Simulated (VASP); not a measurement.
Write the native input for VASP 6.6.1 that does the following.

- Task: single point
- Functional: PBE
- Potentials or basis: VASP PAW PBE potentials, release 64 (Ta_pv, N)
- Cutoff: 520 eV
- k mesh: 5 × 5 × 7
- Occupations: fermi-dirac, width 0.05 eV
- Spin: non-collinear spin, zero start, spin-orbit coupling
- Starting moments: [[0.0, 0.0, 0.0], [0.0, 0.0, 0.0], [0.0, 0.0, 0.0], [0.0, 0.0, 0.0], [0.0, 0.0, 0.0], [0.0, 0.0, 0.0]] μB
- Dipole correction: no
- Further INCAR settings: ALGO = Normal; EDIFF = 1e-07; NBANDS = 64

The structure of TaN lies in POSCAR:

```
TaN
1.0
    5.1960000000      0.0000000000      0.0000000000
   -2.5980000000      4.4998679981      0.0000000000
    0.0000000000      0.0000000000      2.9110000000
Ta N
3 3
Direct
    0.0000000000      0.0000000000      0.0000000000
    0.6666666667      0.3333333333      0.5000000000
    0.3333333333      0.6666666667      0.5000000000
    0.0000000000      0.3928500000      0.0000000000
    0.6071500000      0.6071500000      0.0000000000
    0.3928500000      0.0000000000      0.0000000000
```

The input as run:

INCAR

```
SYSTEM = TaN
ALGO     = Normal         ! electronic algorithm
EDIFF    = 1E-7           ! SCF threshold, eV
ENCUT    = 520            ! plane-wave cutoff, eV
GGA      = PE             ! functional
GGA_COMPAT= .False.      
ISIF     = 2              ! what is computed and relaxed
ISMEAR   = -1             ! smearing method
LASPH    = .True.         ! aspherical terms in the spheres
LCHARG   = .False.        ! write CHGCAR
LMAXMIX  = 4              ! l up to which the mixer works
LORBIT   = 11             ! projections on sites
LORBMOM  = .True.       
LREAL    = .False.        ! projectors in reciprocal space
LSORBIT  = .True.         ! spin-orbit coupling
LWAVE    = .False.        ! write WAVECAR
MAGMOM   = 0 0 0 0 0 0 0 0 0 0 0 0 0 0 0 0 0 0 ! initial moments
NBANDS   = 64             ! bands
NELM     = 150            ! most SCF steps
PREC     = Accurate       ! precision mode
SIGMA    = 0.05           ! smearing width, eV
```

KPOINTS

```
k-points
0
Gamma
  5 5 7
  0 0 0
```

Potentials or basis: VASP PAW PBE potentials, release 64 (Ta_pv, N).

Run with:

```sh
$ cat potpaw_PBE.64/Ta_pv/POTCAR potpaw_PBE.64/N/POTCAR > POTCAR
$ mpirun -np 1 vasp_ncl > vasp.out
```

It gave:

```json
{"Pressure": "5.9 GPa", "Largest force": "0.027 eV/Å", "Net moment": "0.00 μB per cell", "Valence electrons inside the program's atomic spheres": "Ta 8.99, 8.95 (each value once); N 3.80"}
```

Caveat: the cell stands under pressure.

Run time: 8.4 min on 1 thread of Intel Xeon 8259CL, with other jobs on the host, peak memory 0.44 GiB.
